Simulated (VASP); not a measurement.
Here is a VASP 6.6.1 calculation.

The input INCAR:

```
PREC = Accurate
ENCUT = 520
EDIFF = 1E-6
ISMEAR = 0
SIGMA = 0.1
LREAL = False
LASPH = True
NELM = 100
ALGO = Normal
ISIF = 2
LWAVE = False
LCHARG = False
GGA = PE
ISYM = 0
NBANDS = 16
```

The input KPOINTS:

```
regular mesh
0
Gamma
  8 5 15
```

File POSCAR:

```
InSb
1.0
    4.6915474113      0.0000000000      0.0000000000
    0.0000000000      6.6348499775      0.0000000000
    2.3457737056     -3.3174249888      2.3457737056
In Sb
1 1
Direct
    0.0000000000      0.0000000000      0.0000000000
    0.5000000000      0.2500000000      0.0000000000
```

Potentials or basis: VASP PAW PBE potentials, release 64 (In_d, Sb).

The run is started by

```sh
$ cat potpaw_PBE.64/In_d/POTCAR potpaw_PBE.64/Sb/POTCAR > POTCAR
$ mpirun -np 1 vasp_std > vasp.out
```

(1) Estimate the pressure.

(2) What does it give for the band gap on the k mesh?

Results:

(1) 0.0 GPa.

(2) zero (filled and empty bands touch).

Caveat: semilocal functionals underestimate gaps, and a narrow one can read as zero; spin-orbit coupling is left out, which moves the levels of the heavy elements.

**Experimental background.**

“Electronic Structure and Epitaxy of CdTe Shells on InSb Nanowires”, 2021, arxiv:2111.05126 quotes, for a bulk crystal of InSb: band gap 0.24 eV.

Measured gap of InSb: 0.24 eV (quoted in “Electronic Structure and Epitaxy of CdTe Shells on InSb Nanowires”, 2021, arxiv:2111.05126). This calculation gives 0.00 eV (-0.24 eV). Spin-orbit coupling on In, Sb is left out. The value is that of PBE on a finite k mesh, which can miss the band edges, without temperature or zero-point motion. Semilocal functionals fall short of measured gaps as a rule.
